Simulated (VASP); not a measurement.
Write the native input for VASP 6.6.1 that does the following.

| Property | Result |
| --- | --- |
| Task | electric field gradients |
| Functional | PBE |
| Potentials or basis | VASP PAW PBE potentials, release 64 (Nb_sv, Sb) |
| Cutoff | 520 eV |
| k mesh | 8 × 8 × 5 |
| Occupations | fermi-dirac, width 0.05 eV |
| Spin | no spin polarisation |
| Dipole correction | no |
| Further INCAR settings | ALGO = Normal; EDIFF = 1e-08; NBANDS = 26 |

The structure of NbSb (wurtzite type) lies in POSCAR:

```
NbSb
1.0
    3.1820714773      0.0000000000      0.0000000000
   -1.5910357387      2.7557547360      0.0000000000
    0.0000000000      0.0000000000     10.1345947828
Nb Sb
2 2
Direct
    0.3333333333      0.6666666667      0.0488841903
    0.6666666667      0.3333333333      0.5488841903
    0.3333333333      0.6666666667      0.3271158097
    0.6666666667      0.3333333333      0.8271158097
```

One way to write it, as run:

INCAR

```
PREC = Accurate
ENCUT = 520
EDIFF = 1E-8
ISMEAR = -1
SIGMA = 0.05
LREAL = False
LASPH = True
NELM = 100
ALGO = Normal
ISIF = 2
LWAVE = False
LCHARG = False
GGA = PE
LEFG = True
NBANDS = 26
```

KPOINTS

```
Automatic mesh
0
Gamma
  8 8 5
```

Potentials or basis: VASP PAW PBE potentials, release 64 (Nb_sv, Sb).

Run with:

```console
$ cat potpaw_PBE.64/Nb_sv/POTCAR potpaw_PBE.64/Sb/POTCAR > POTCAR
$ mpirun -np 1 vasp_std > vasp.out
```

Results of the run:

```json
{
  "Pressure": "-0.2 GPa",
  "Largest force": "0.005 eV/Å",
  "Band gap on the k mesh": "zero (band 18 reaches 10.43 eV, above the bottom of band 19 at 9.51 eV)"
}
```

Caveat: without QUAD_EFG the Cq values of the log hold for a quadrupole moment of 1 mb, not for the nuclei; spin-orbit coupling is left out, which moves the levels of the heavy elements.

It took 46 s on 1 thread of Intel(R) Xeon(R) 6975P-C (Granite Rapids), on a shared host, peak memory 0.23 GiB.
